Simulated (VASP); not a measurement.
# SnO (P4/nmm) in VASP: further runs, part 2 of 2

VASP 6.6.1. The steps go on from the part before.

### 5 Single point, revPBE

This run uses another cell than the first one, of 17.06 Å³/atom.

INCAR

```
PREC = Accurate ; ENCUT = 520
EDIFF = 1E-6 ; ISMEAR = -1
SIGMA = 0.05 ; LREAL = False
LASPH = True ; NELM = 60
ALGO = Normal ; ISIF = 2
LWAVE = False ; LCHARG = True
GGA = RE ; LELF = True
LVHAR = True ; NBANDS = 28
```

KPOINTS

```
Automatic mesh
0
Gamma
  7 7 6
```

POSCAR

```
SnO
1.0
    3.7621524798      0.0000000000      0.0000000000
    0.0000000000      3.7621524798      0.0000000000
    0.0000000000      0.0000000000      4.8208658347
Sn O
2 2
Direct
    0.5000000000      0.0000000000      0.7646261400
    0.0000000000      0.5000000000      0.2353738600
    0.0000000000      0.0000000000      0.0000000000
    0.5000000000      0.5000000000      0.0000000000
```

Launch:

```console
cat potpaw_PBE.64/Sn_d/POTCAR potpaw_PBE.64/O/POTCAR > POTCAR
mpirun -np 1 vasp_std > vasp.out
```

Wall time 39 s (1 thread of AMD EPYC 9R45 (Zen 5), shared host); peak memory 0.17 GiB.

The run converged. Its results:

```yaml
Free_energy: -21.1933 eV
Pressure: 10.3 GPa
Largest_force: 1.217 eV/Å
Band_gap_on_the_k_mesh: 0.22 eV (least direct gap 2.07 eV)
```

Forces in eV/Å, atoms in the order of the input:
```
Sn   0.000  0.000 -1.217
Sn   0.000  0.000  1.217
O    0.000  0.000  0.000
O    0.000  0.000  0.000
```

Stress tensor (GPa, compression positive):
```
11.12  0.00  0.00
 0.00 11.12  0.00
 0.00  0.00  8.74
```

Levels at points of the mesh, in eV from the valence-band top:
```csv
k point,band 17,band 18,band 19,band 20,band 21,band 22,band 23,band 24
"(0.00, 0.00, 0.00)",-3.82,-3.52,-3.52,0.00,2.11,4.25,4.73,4.73
"(0.00, 0.00, 0.50)",-3.54,-3.54,-3.11,-2.49,1.66,2.95,2.95,3.71
```

Caveat: the cell stands under pressure; the PAW data sets were made with another functional, which shifts forces and pressure a little; spin-orbit coupling is left out, which moves the levels of the heavy elements; an odd mesh through Γ misses points on the zone boundary, where band edges can lie.

### 6 Single point, revPBE

This run uses another cell than the first one, of 17.41 Å³/atom.

INCAR

```
SYSTEM = SnO
PREC = Accurate ; ENCUT = 520
EDIFF = 1E-7 ; ISMEAR = -1
SIGMA = 0.05 ; LREAL = .False.
LASPH = .True. ; NELM = 80
ALGO = Normal ; ISIF = 2
LWAVE = .False. ; LCHARG = .False.
GGA = RE ; NBANDS = 28
```

KPOINTS

```
regular mesh
0
Gamma
  7 7 6
  0 0 0
```

POSCAR

```
SnO
1.0
    3.7880991788      0.0000000000      0.0000000000
    0.0000000000      3.7880991788      0.0000000000
    0.0000000000      0.0000000000      4.8541142359
Sn O
2 2
Direct
    0.5000000000      0.0000000000      0.7646261400
    0.0000000000      0.5000000000      0.2353738600
    0.0000000000      0.0000000000      0.0000000000
    0.5000000000      0.5000000000      0.0000000000
```

Potentials or basis: VASP PAW PBE potentials, release 64 (Sn_d, O).

Launch:

```console
cat potpaw_PBE.64/Sn_d/POTCAR potpaw_PBE.64/O/POTCAR > POTCAR
mpirun -np 1 vasp_std > vasp.out
```

OUTCAR:

```text
SYSTEM = SnO
   PREC = Accurate
   ENCUT = 520
   EDIFF = 1E-7
   ISMEAR = -1
   LREAL = .False.
   LASPH = .True.
   NELM = 80
   ISIF = 2
   GGA = RE

 ion  position               nearest neighbor table
   1  0.500  0.000  0.765-   3 2.21   4 2.21   4 2.21   3 2.21   2 3.52   2 3.52   2 3.52   2 3.52
                             2 3.71   2 3.71   2 3.71   2 3.71
   2  0.000  0.500  0.235-   3 2.21   4 2.21   3 2.21   4 2.21   1 3.52   1 3.52   1 3.52   1 3.52
                             1 3.71   1 3.71   1 3.71   1 3.71
   3  0.000  0.000  0.000-   1 2.21   2 2.21   2 2.21   1 2.21
   4  0.500  0.500  0.000-   1 2.21   2 2.21   1 2.21   2 2.21

[... 947 lines left out ...]
  -------------------------------------------------------------------------------------
  Total        3.6943505      3.6943505      2.9215539      0.0000000      0.0000000      0.0000000
  in kB       84.9759458     84.9759458     67.2003926      0.0000000      0.0000000      0.0000000
  external PRESSURE =      79.0507614 kB  Pullay stress =       0.0000000 kB

 VOLUME and BASIS-vectors are now :
 -----------------------------------------------------------------------------
  energy-cutoff  :      520.00
  volume of cell :       69.66
      direct lattice vectors                 reciprocal lattice vectors
     3.788099179  0.000000000  0.000000000     0.263984641  0.000000000  0.000000000
     0.000000000  3.788099179  0.000000000     0.000000000  0.263984641  0.000000000
     0.000000000  0.000000000  4.854114236     0.000000000  0.000000000  0.206010809

 POSITION                                       TOTAL-FORCE (eV/Angst)
 -----------------------------------------------------------------------------------
      1.89405      0.00000      3.71158        -0.000000      0.000000     -0.893032
      0.00000      1.89405      1.14253        -0.000000      0.000000      0.893032
      0.00000      0.00000      0.00000         0.000000     -0.000000      0.000000
      1.89405      1.89405      0.00000        -0.000000      0.000000      0.000000
 -----------------------------------------------------------------------------------
    total drift:                                0.000000      0.000000      0.000000

  FREE ENERGIE OF THE ION-ELECTRON SYSTEM (eV)
  ---------------------------------------------------
  free  energy   TOTEN  =       -21.2752238602 eV

  energy  without entropy=      -21.2747138174  energy(sigma->0) =      -21.27496884
```

stdout:

```text
POSCAR found type information on POSCAR SnO
 POSCAR found :  2 types and       4 ions
 scaLAPACK will be used
 -----------------------------------------------------------------------------
|                                                                             |
|                                                                             |
|     You enforced a specific xc type in the INCAR file but a different       |
|     I HOPE YOU KNOW WHAT YOU ARE DOING!                                     |
|                                                                             |
 -----------------------------------------------------------------------------

 LDA part: xc-table for (Slater+PW92), standard interpolation
 POSCAR, INCAR and KPOINTS ok, starting setup
 FFT: planning ... GRIDC
 FFT: planning ... GRID_SOFT
 FFT: planning ... GRID
 WAVECAR not read
 entering main loop
```

Run time: 43 s. Hardware: 1 thread of AMD EPYC 9R45 (Zen 5), shared host; peak memory 0.18 GiB.

Results:

```
Free energy            : -21.2752 eV
Pressure               : 7.9 GPa
Largest force          : 0.893 eV/Å
Band gap on the k mesh : 0.30 eV (least direct gap 2.08 eV)
```

Forces in eV/Å, atoms in the order of the input:
```
Sn   0.000  0.000 -0.893
Sn   0.000  0.000  0.893
O    0.000  0.000  0.000
O    0.000  0.000  0.000
```

Stress tensor (GPa, compression positive):
```
8.50 0.00 0.00
0.00 8.50 0.00
0.00 0.00 6.72
```

Levels at points of the mesh, in eV from the valence-band top:
| k point | band 18 | band 19 | band 20 | band 21 | band 22 | band 23 |
| --- | --- | --- | --- | --- | --- | --- |
| (0.00, 0.00, 0.00) | -3.36 | -3.36 | 0.00 | 2.09 | 4.29 | 4.73 |
| (0.00, 0.00, 0.50) | -3.38 | -3.15 | -2.36 | 1.70 | 2.99 | 2.99 |

Caveat: the cell stands under pressure; the PAW data sets were made with another functional, which shifts forces and pressure a little; spin-orbit coupling is left out, which moves the levels of the heavy elements; an odd mesh through Γ misses points on the zone boundary, where band edges can lie.

### 7 Overview

| level | cell | gap on the mesh (eV) | pressure (GPa) | largest force (eV/Å) |
| --- | --- | --- | --- | --- |
| PBE | a = 3.868, b = 3.868, c = 5.071 Å, 4 atoms, atomic positions A | 0.73 | 0.2 | 0.08 |
| PBEsol+D4 | a = 3.782, b = 3.782, c = 4.613 Å, 4 atoms, atomic positions B | none | 0.2 | 0.09 |
| revPBE | a = 3.736, b = 3.736, c = 4.787 Å, 4 atoms, atomic positions C | 0.14 | 13.0 | 1.57 |
| revPBE | a = 3.762, b = 3.762, c = 4.821 Å, 4 atoms, atomic positions C | 0.22 | 10.3 | 1.22 |
| revPBE | a = 3.788, b = 3.788, c = 4.854 Å, 4 atoms, atomic positions C | 0.30 | 7.9 | 0.89 |

Alike in all rows: task single point; potentials or basis VASP PAW PBE potentials, release 64 (Sn_d, O); no spin polarisation; k mesh 7 × 7 × 6; cutoff (eV) 520; smearing fermi-dirac 0.05 eV.

Caveats: spin-orbit coupling is left out, which moves the levels of the heavy elements; an odd mesh through Γ misses points on the zone boundary, where band edges can lie (at least some runs); the PAW data sets were made with another functional, which shifts forces and pressure a little (at least some runs); the cell stands under pressure (at least some runs); semilocal functionals underestimate gaps, so a narrow gap can read as zero (at least some runs).

Absolute energies hang on the potentials; compare differences alone.
